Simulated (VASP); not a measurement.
Crystal: I.

```
I
1.0
     3.63503   -2.39502    0.00000
     3.63503    2.39502    0.00000
     0.00000    0.00000    9.79344
I
4
Cartesian
  3.6350 -0.7152 3.7646
  3.6350 1.6799 1.1321
  3.6350 0.7152 6.0288
  3.6350 -1.6799 8.6613
```

Base run:

* Program: VASP 6.6.1
* Functional: PBE0
* Potentials or basis: VASP PAW PBE potentials, release 64 (I)
* Cutoff: 520 eV
* k mesh: 6 × 6 × 2
* Occupations: gaussian, width 0.02 eV
* Spin: no spin polarisation

Its results: band gap on the k mesh 2.86 eV (least direct gap 3.08 eV); pressure 0.7 GPa; largest force 0.226 eV/Å.

Question: The run is repeated on the same cell with these changes: functional from PBE0 to HSE06. What comes out?

Answer: Band gap on the k mesh 2.16 eV (least direct gap 2.37 eV); pressure 0.9 GPa; largest force 0.257 eV/Å.

Caveats: this functional lacks dispersion, which holds the molecules together, so the pressure and a relaxed volume are unreliable; the PAW data sets were made with another functional, which shifts forces and pressure a little; spin-orbit coupling is left out, which moves the levels of the heavy elements.
